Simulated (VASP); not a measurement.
CsTeO3, 5 atoms in the cell. It takes space group Pm-3m (No. 221, cubic). Conventional cell: a = 4.159 Å, b = 4.159 Å, c = 4.159 Å, α = 90.00°, β = 90.00°, γ = 90.00°. Cs (site symmetry m-3m) has 12 O at 2.94 Å and 8 Te at 3.60 Å within 3.9 Å. Within 2.8 Å of Te (site symmetry m-3m) lie 6 O at 2.08 Å. O (site symmetry 4/mmm) has 2 Te at 2.08 Å within 2.8 Å. 

```yaml
Program: VASP 6.6.1
Task: single point
Functional: LDA
Potentials_or_basis: VASP PAW LDA potentials, release 64 (Cs_sv, Te, O)
Cutoff: 520 eV
k_mesh: 4 × 4 × 4
Occupations: fermi-dirac, width 0.1 eV
Spin: no spin polarisation
Dipole_correction: no
Further_INCAR_settings: ALGO = Normal; EDIFF = 1e-06; NBANDS = 24
```

Potentials or basis: VASP PAW LDA potentials, release 64 (Cs_sv, Te, O).

Run with:

```console
$ cat potpaw_LDA.64/Cs_sv/POTCAR potpaw_LDA.64/Te/POTCAR potpaw_LDA.64/O/POTCAR > POTCAR
$ mpirun -np 1 vasp_std > vasp.out
```

Hardware: 1 thread of AMD EPYC 9R45 96-Core Processor (Zen 5), with other jobs on the host.

Problem. Estimate the wall time of this run.

Solution. Wall time 9.4 s on 1 thread of AMD EPYC 9R45 96-Core Processor (Zen 5), on a shared host, peak memory 0.13 GiB. Counts: scf iterations 16, k points 10.
